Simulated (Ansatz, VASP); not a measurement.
## One calculation of InSe, two programs

INCAR

```
ALGO     = Normal         # electronic algorithm
DIPOL    = 0.5 0.5 0.415
EDIFF    = 1E-6           # SCF threshold, eV
ENCUT    = 520            # plane-wave cutoff, eV
GGA      = PE             # functional
IDIPOL   = 3            
ISIF     = 2              # what is computed and relaxed
ISMEAR   = 0              # smearing method
IVDW     = 12             # dispersion correction
LASPH    = T              # aspherical terms in the spheres
LCHARG   = F              # write CHGCAR
LDIPOL   = T            
LREAL    = F              # projectors in reciprocal space
LWAVE    = F              # write WAVECAR
NBANDS   = 48             # bands
NELM     = 60             # most SCF steps
PREC     = Accurate       # precision mode
SIGMA    = 0.05           # smearing width, eV
```

The input KPOINTS:

```
k-points
0
Gamma
  9 9 1
```

POSCAR

```
InSe
1.0
    4.0266103640      0.0000000000      0.0000000000
   -2.0133051820      3.4871468663      0.0000000000
    0.0000000000      0.0000000000     28.2707108021
Se In
4 4
Direct
    0.0000000000      0.0000000000      0.1591753399
    0.0000000000      0.0000000000      0.3496677346
    0.0000000000      0.0000000000      0.4808989592
    0.0000000000      0.0000000000      0.6713913539
    0.6666666667      0.3333333333      0.2049979895
    0.6666666667      0.3333333333      0.3038451603
    0.6666666667      0.3333333333      0.5267216088
    0.6666666667      0.3333333333      0.6255687796
```

Input for Ansatz:

```yaml
crystal:
  lattice:
    - [4.026610364, 0.0, 0.0]
    - [-2.013305182, 3.4871468663, 0.0]
    - [0.0, 0.0, 28.2707108021]
  atoms:
    - { symbol: Se, position: [0.0, 0.0, 0.1591753399] }
    - { symbol: In, position: [0.6666666667, 0.3333333333, 0.2049979895] }
    - { symbol: In, position: [0.6666666667, 0.3333333333, 0.3038451603] }
    - { symbol: Se, position: [0.0, 0.0, 0.3496677346] }
    - { symbol: Se, position: [0.0, 0.0, 0.4808989592] }
    - { symbol: In, position: [0.6666666667, 0.3333333333, 0.5267216088] }
    - { symbol: In, position: [0.6666666667, 0.3333333333, 0.6255687796] }
    - { symbol: Se, position: [0.0, 0.0, 0.6713913539] }
basis:
  ecutwfc: 420
kpoints:
  mp_grid: { grid: [9, 9, 1] }
hamiltonian:
  xc: pbe
  pseudopotentials: { kind: paw, azcp: { folder: soft_1 } }
  dispersion: d3bj
scf:
  occupations: { method: gaussian, width: 0.05 }
output:
  forces: true
  eigenvalues: true
efield:
  axis: 3
  dipole_correction: true
  ramp_width: 0.04
```

Alike in both runs: task single point; functional PBE; dispersion D3(BJ); k mesh 9 × 9 × 1; occupations gaussian, width 0.05 eV; no spin polarisation.

|  | VASP | Ansatz |
| --- | --- | --- |
| version | VASP 6.6.1 | Ansatz 0.2.0 |
| potentials or method | VASP PAW PBE potentials, release 64 (Se, In_d), cutoff 520 eV | scalar-relativistic, plane waves, PAW |
| valence electrons in the cell | 76 | 116 |

```tsv
	VASP	Ansatz	Ansatz less VASP
gap on the k mesh at the Fermi level (eV)	1.19	1.20	+0.010
least direct gap on the mesh (eV)	1.24	1.25	+0.009
rms of the force components (eV/Å)	0.007	0.002	-0.0047
```

VASP's potentials hold 76 valence electrons a cell and Ansatz's 116, so a difference there can come from the potentials and not from the codes.
